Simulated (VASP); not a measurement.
# CuO (Cccm) in VASP: further runs

CuO is run at these levels: PBE; tasks: single point.

Everything below comes from runs of VASP 6.6.1. Logs are shortened: lines on timing, memory, paths and dates and some standing lists are left out, and cuts for length are marked.

## Step 1: The cell of the first run

The structure is orthorhombic, space group Cccm (No. 66). Conventional cell: a = 4.815 Å, b = 4.864 Å, c = 4.260 Å, α = 90.00°, β = 90.00°, γ = 90.00°. Cu (site symmetry 2/m) has 4 O at 2.02 Å within 2.7 Å. Within 2.7 Å of O (site symmetry 222) lie 4 Cu at 2.02 Å and 2 O at 2.13 Å.

## Step 2: Single point, PBE

INCAR

```
PREC     = Accurate       # precision mode
ENCUT    = 600            # plane-wave cutoff, eV
EDIFF    = 1E-6           # SCF threshold, eV
ISMEAR   = -1             # smearing method
SIGMA    = 0.05           # smearing width, eV
LREAL    = False          # projectors in reciprocal space
LASPH    = True           # aspherical terms in the spheres
NELM     = 120            # most SCF steps
ALGO     = Normal         # electronic algorithm
ISIF     = 2              # what is computed and relaxed
LWAVE    = False          # write WAVECAR
LCHARG   = False          # write CHGCAR
GGA      = PE             # functional
NBANDS   = 25             # bands
GGA_COMPAT= False
```

KPOINTS

```
regular mesh
0
Gamma
  7 7 5
```

POSCAR

```
CuO
1.0
    3.4220509700     -0.0171102548      0.0000000000
   -0.0171102548      3.4220509700      0.0000000000
    0.0000000000      0.0000000000      4.2604614800
Cu O
2 2
Direct
    0.0000000000      0.5000000000      0.0000000000
    0.5000000000      0.0000000000      0.5000000000
    0.0000000000      0.0000000000      0.2500000000
    0.0000000000      0.0000000000      0.7500000000
```

Potentials or basis: VASP PAW PBE potentials, release 64 (Cu, O).

On the command line:

```
$ cat potpaw_PBE.64/Cu/POTCAR potpaw_PBE.64/O/POTCAR > POTCAR
$ mpirun -np 1 vasp_std > vasp.out
```

OUTCAR:

```text
PREC = Accurate
   ENCUT = 600
   EDIFF = 1E-6
   ISMEAR = -1
   LREAL = False
   LASPH = True
   NELM = 120
   ISIF = 2
   GGA = PE

 ion  position               nearest neighbor table
   1  0.000  0.500  0.000-   3 2.02   4 2.02   3 2.02   4 2.02
   2  0.500  0.000  0.500-   3 2.02   4 2.02   3 2.02   4 2.02
   3  0.000  0.000  0.250-   1 2.02   2 2.02   1 2.02   2 2.02
   4  0.000  0.000  0.750-   1 2.02   2 2.02   1 2.02   2 2.02

  LATTYP: Found a base centered orthorhombic cell.
 ALAT       =     4.8153133385
 B/A-ratio  =     1.0100502512
 C/A-ratio  =     0.8847734676

  Lattice vectors:

 A1 = (   3.4220509700,  -0.0171102548,   0.0000000000)
 A2 = (  -0.0171102548,   3.4220509700,   0.0000000000)
 A3 = (   0.0000000000,   0.0000000000,   4.2604614800)

Analysis of symmetry for initial positions (statically):
=====================================================================
 Subroutine PRICEL returns:
 Original cell was already a primitive cell.

 Routine SETGRP: Setting up the symmetry group for a
 base centered orthorhombic supercell.

 Subroutine GETGRP returns: Found  8 space group operations
 (whereof  4 operations were pure point group operations)
 out of a pool of  8 trial point group operations.

The static configuration has the point symmetry C_2h.
 The point group associated with its full space group is D_2h.

Analysis of symmetry for dynamics (positions and initial velocities):
=====================================================================
 Subroutine PRICEL returns:
 Original cell was already a primitive cell.

 Routine SETGRP: Setting up the symmetry group for a
 base centered orthorhombic supercell.

 Subroutine GETGRP returns: Found  8 space group operations
 (whereof  4 operations were pure point group operations)
 out of a pool of  8 trial point group operations.

The dynamic configuration has the point symmetry C_2h.
 The point group associated with its full space group is D_2h.

 Subroutine INISYM returns: Found  8 space group operations
 (whereof  4 operations are pure point group operations),
 and found     1 'primitive' translations

----------------------------------------------------------------------------------------

                                     Primitive cell

  volume of cell :      49.8906

  direct lattice vectors                    reciprocal lattice vectors
     3.422050970 -0.017110255  0.000000000     0.292229721  0.001461149  0.000000000
    -0.017110255  3.422050970  0.000000000     0.001461149  0.292229721  0.000000000
     0.000000000  0.000000000  4.260461480     0.000000000  0.000000000  0.234716358

  length of vectors
     3.422093745  3.422093745  4.260461480     0.292233374  0.292233374  0.234716358

  position of ions in fractional coordinates (direct lattice)
     1.000000000  0.500000000  0.000000000
     0.500000000  1.000000000  0.500000000
     0.000000000  0.000000000  0.250000000
     0.000000000  0.000000000  0.750000000

  ion indices of the primitive-cell ions
   primitive index   ion index
                 1           1
                 2           2
                 3           3
                 4           4

----------------------------------------------------------------------------------------

 KPOINTS: regular mesh

Automatic generation of k-mesh.
 Grid dimensions read from file:
 generate k-points for:    7    7    5

 Generating k-lattice:

  Cartesian coordinates                     Fractional coordinates (reciprocal lattice)
     0.041747103  0.000208736  0.000000000     0.142857143 -0.000000000  0.000000000
     0.000208736  0.041747103  0.000000000    -0.000000000  0.142857143  0.000000000
     0.000000000  0.000000000  0.046943272     0.000000000  0.000000000  0.200000000

  Length of vectors
     0.041747625  0.041747625  0.046943272

  Shift w.r.t. Gamma in fractional coordinates (k-lattice)
     0.000000000  0.000000000  0.000000000

 Subroutine IBZKPT returns following result:
 ===========================================

 Found     48 irreducible k-points:

 Following reciprocal coordinates:
            Coordinates               Weight
  0.000000  0.000000  0.000000      1.000000
  0.142857  0.000000  0.000000      4.000000
  0.285714 -0.000000  0.000000      4.000000
  0.428571 -0.000000  0.000000      4.000000
  0.142857  0.142857  0.000000      2.000000
  0.285714  0.142857  0.000000      4.000000
[... 16 lines left out ...]
  0.428571  0.142857  0.200000      8.000000
 -0.428571  0.142857  0.200000      8.000000
 [... further k-points ...]
   k-points           NKPTS =     48   k-points in BZ     NKDIM =     48   number of bands    NBANDS=     25
   number of dos      NEDOS =    301   number of ions     NIONS =      4
   total plane-waves  NPLWV =  28224
   dimension x,y,z NGX =    28 NGY =   28 NGZ =   36
   dimension x,y,z NGXF=    56 NGYF=   56 NGZF=   72
   ions per type =               2   2
   NGX,Y,Z   is equivalent  to a cutoff of  13.60, 13.60, 14.05 a.u.
   NGXF,Y,Z  is equivalent  to a cutoff of  27.20, 27.20, 28.09 a.u.
 SYSTEM =  unknown system
   PREC   = accura    normal or accurate (medium, high low for compatibility)
   ISTART =      0    job   : 0-new  1-cont  2-samecut
   ICHARG =      2    charge: 1-file 2-atom 10-const
   ISPIN  =      1    spin polarized calculation?
   LNONCOLLINEAR =      F non collinear calculations
   LSORBIT =      F    spin-orbit coupling
   LASPH  =      T    aspherical Exc in radial PAW
   ENCUT  =  600.0 eV  44.10 Ry    6.64 a.u.   6.83  6.83  8.51*2*pi/ulx,y,z
   NELM   =    120;   NELMIN=  2; NELMDL= -5     # of ELM steps
   EDIFF  = 0.1E-05   stopping-criterion for ELM
   LREAL  =      F    real-space projection
   EDIFFG = 0.1E-04   stopping-criterion for IOM
   NSW    =      0    number of steps for IOM
   IBRION =     -1    ionic relax: 0-MD 1-quasi-New 2-CG
   NFREE  =      0    steps in history (QN), initial steepest desc. (CG)
   ISIF   =      2    stress and relaxation
   ISYM   =      2    0-nonsym 1-usesym 2-fastsym
   POTIM  = 0.5000    time-step for ionic-motion
   TEBEG  =    0.0;   TEEND  =   0.0 temperature during run
   PSTRESS=    0.0 pullay stress
   NELECT =      34.0000    total number of electrons
   NUPDOWN=      -1.0000    fix difference up-down
   EMIN   =  10.00;   EMAX   =-10.00  energy-range for DOS
   EFERMI =   0.00;   METHOD = LEGACY
   ISMEAR =    -1;   SIGMA  =   0.05  broadening in eV -4-tet -1-fermi 0-gaus
   EFERMI_NEDOS =   21; number of points for ismear=-14 and -15
   IALGO  =     38    algorithm
   IMIX   =      4    mixing-type and parameters
     AMIX     =   0.40;   BMIX     =  1.00
     AMIX_MAG =   1.60;   BMIX_MAG =  1.00
  volume/ion in A,a.u.               =      12.47        84.17
  Fermi-wavevector in a.u.,A,eV,Ry     =   1.440660  2.722453 28.238917  2.075502
  Thomas-Fermi vector in A             =   2.559379
   LORBIT       =      0    0 simple, 1 ext, 2 COOP (PROOUT), +10 PAW based schemes
   GGA     = PE    functional components
   LHFCALC =     F    Hartree Fock is set to
   AEXX    =    0.0000 exact exchange contribution
   IVDW    =     0    specifies the selected vdW correction
   LEPSILON=     F    determine dielectric tensor
   LRPA    =     F    only Hartree local field effects (RPA)
 non-spin polarized calculation
  energy-cutoff  :      600.00
  volume of cell :       49.89
 maximum number of plane-waves:      1682
   NGX = 13   NGY = 13   NGZ = 17

 number of electron      34.0000003 magnetization

 Free energy of the ion-electron system (eV)
  ---------------------------------------------------
  ext. energy  EPLUGINS =         0.00000000
  ---------------------------------------------------
  free energy    TOTEN  =       -18.28778937 eV

  energy without entropy =      -18.26574515  energy(sigma->0) =      -18.27676726

 E-fermi :   4.0160     XC(G=0): -10.6352

 val. band max:        4.0092295292   @ k =   0.1429   0.1429   0.2000
 cond. band min:       4.0223825549   @ k =  -0.1429   0.1429   0.2000
 fundamental gap:      0.0131530257
 Fermi energy:         4.0160342700

 k-point     1 :       0.0000    0.0000    0.0000
  band No.  band energies     occupation
      1     -16.0756      2.00000
      2     -13.2912      2.00000
      3      -3.8857      2.00000
      4      -1.2303      2.00000
      5      -1.1999      2.00000
      6      -0.7037      2.00000
[... 17 lines left out ...]
     24      15.3327      0.00000
     25      17.2271      0.00000

 k-point     2 :       0.1429    0.0000    0.0000
  band No.  band energies     occupation
      1     -16.0275      2.00000
      2     -13.2974      2.00000
      3      -3.7889      2.00000
      4      -1.3385      2.00000
      5      -1.1850      2.00000
      6      -1.0790      2.00000
[... 17 lines left out ...]
     24      15.6848      0.00000
     25      17.2137      0.00000

 k-point     3 :       0.2857   -0.0000    0.0000
  band No.  band energies     occupation
      1     -15.9165      2.00000
      2     -13.3114      2.00000
      3      -3.5528      2.00000
      4      -2.3032      2.00000
      5      -1.1085      2.00000
      6      -0.8938      2.00000
[... 17 lines left out ...]
     24      16.4617      0.00000
     25      16.7438      0.00000

 k-point     4 :       0.4286   -0.0000    0.0000
  band No.  band energies     occupation
      1     -15.8242      2.00000
      2     -13.3226      2.00000
      3      -3.3223      2.00000
      4      -2.9317      2.00000
      5      -1.0453      2.00000
      6      -0.9853      2.00000
[... 17 lines left out ...]
     24      15.0305      0.00000
     25      17.0903      0.00000

 k-point     5 :       0.1429    0.1429    0.0000
  band No.  band energies     occupation
      1     -15.9797      2.00000
      2     -13.3039      2.00000
      3      -3.6905      2.00000
      4      -1.4574      2.00000
      5      -1.2302      2.00000
      6      -1.0686      2.00000
[... 17 lines left out ...]
     24      16.4516      0.00000
     25      17.1664      0.00000

 k-point     6 :       0.2857    0.1429    0.0000
  band No.  band energies     occupation
      1     -15.8697      2.00000
      2     -13.3184      2.00000
      3      -3.4509      2.00000
      4      -2.2848      2.00000
      5      -1.3601      2.00000
      6      -0.9612      2.00000
[... 17 lines left out ...]
     24      16.0926      0.00000
     25      16.7105      0.00000
[... 393 lines left out ...]
 k-point    21 :       0.1429    0.1429    0.2000
  band No.  band energies     occupation
      1     -15.7886      2.00000
      2     -13.6625      2.00000
      3      -3.0416      2.00000
      4      -1.5328      2.00000
      5      -1.3783      2.00000
      6      -0.9043      2.00000
[... 17 lines left out ...]
     24      15.2049      0.00000
     25      17.4284      0.00000

 k-point    22 :       0.2857    0.1429    0.2000
  band No.  band energies     occupation
      1     -15.6858      2.00000
      2     -13.6545      2.00000
      3      -2.8449      2.00000
      4      -2.1317      2.00000
      5      -1.4858      2.00000
      6      -0.7805      2.00000
[... 17 lines left out ...]
     24      15.3054      0.00000
     25      17.4866      0.00000

 k-point    23 :       0.4286    0.1429    0.2000
  band No.  band energies     occupation
      1     -15.6014      2.00000
      2     -13.6472      2.00000
      3      -2.7355      2.00000
      4      -2.5866      2.00000
      5      -1.5292      2.00000
      6      -0.6294      2.00000
[... 17 lines left out ...]
     24      15.7132      0.00000
     25      17.5577      0.00000

 k-point    24 :      -0.4286    0.1429    0.2000
  band No.  band energies     occupation
      1     -15.6016      2.00000
      2     -13.6473      2.00000
      3      -2.7344      2.00000
      4      -2.5876      2.00000
      5      -1.5259      2.00000
      6      -0.6245      2.00000
[... 17 lines left out ...]
     24      15.7212      0.00000
     25      17.5773      0.00000

 [... further k-points ...]
[... 5 lines left out ...]
  --------------------------------------------------------------------------------------
  -------------------------------------------------------------------------------------
  Total       -4.3761540     -4.3761540      6.6660241      0.0615331      0.0000000      0.0000000
  in kB     -140.5349818   -140.5349818    214.0714379      1.9760637      0.0000000      0.0000000
  external PRESSURE =     -22.3328419 kB  Pullay stress =       0.0000000 kB

 VOLUME and BASIS-vectors are now :
 -----------------------------------------------------------------------------
  energy-cutoff  :      600.00
  volume of cell :       49.89
      direct lattice vectors                 reciprocal lattice vectors
     3.422050970 -0.017110255  0.000000000     0.292229721  0.001461149  0.000000000
    -0.017110255  3.422050970  0.000000000     0.001461149  0.292229721  0.000000000
     0.000000000  0.000000000  4.260461480     0.000000000  0.000000000  0.234716358

 POSITION                                       TOTAL-FORCE (eV/Angst)
 -----------------------------------------------------------------------------------
     -0.00856      1.71103      0.00000        -0.000000     -0.000000      0.000000
      1.71103     -0.00856      2.13023        -0.000000     -0.000000      0.000000
      0.00000      0.00000      1.06512         0.000000     -0.000000     -0.000000
      0.00000      0.00000      3.19535        -0.000000      0.000000     -0.000000
 -----------------------------------------------------------------------------------
    total drift:                               -0.000000      0.000000      0.000000

  FREE ENERGIE OF THE ION-ELECTRON SYSTEM (eV)
  ---------------------------------------------------
  free  energy   TOTEN  =       -18.2877893730 eV

  energy  without entropy=      -18.2657451528  energy(sigma->0) =      -18.27676726
```

Run time: 37 s. Hardware: 1 thread of Intel Xeon Platinum 8559C (Emerald Rapids), shared host; peak memory 0.21 GiB.

Results:

```yaml
Free_energy: -18.2878 eV
Pressure: -2.2 GPa
Band_gap_on_the_k_mesh: zero (band 17 reaches 4.65 eV, above the bottom of band 18 at 3.40 eV)
```

Levels at points of the mesh, in eV from the Fermi level:
```tsv
k point	band 13	band 14	band 15	band 16	band 17	band 18	band 19	band 20	band 21	band 22
(0.00, 0.00, 0.00)	-2.24	-2.22	-1.26	0.41	0.49	0.64	0.66	6.12	7.19	9.63
```

Caveat: semilocal functionals often make such compounds metallic where correlation or magnetic order opens a gap, which also shifts bond lengths. With open d or f shells a metallic result of PBE can be an artefact of self-interaction; +U or a hybrid may open a gap.

(Continued in part 2 of 2.)
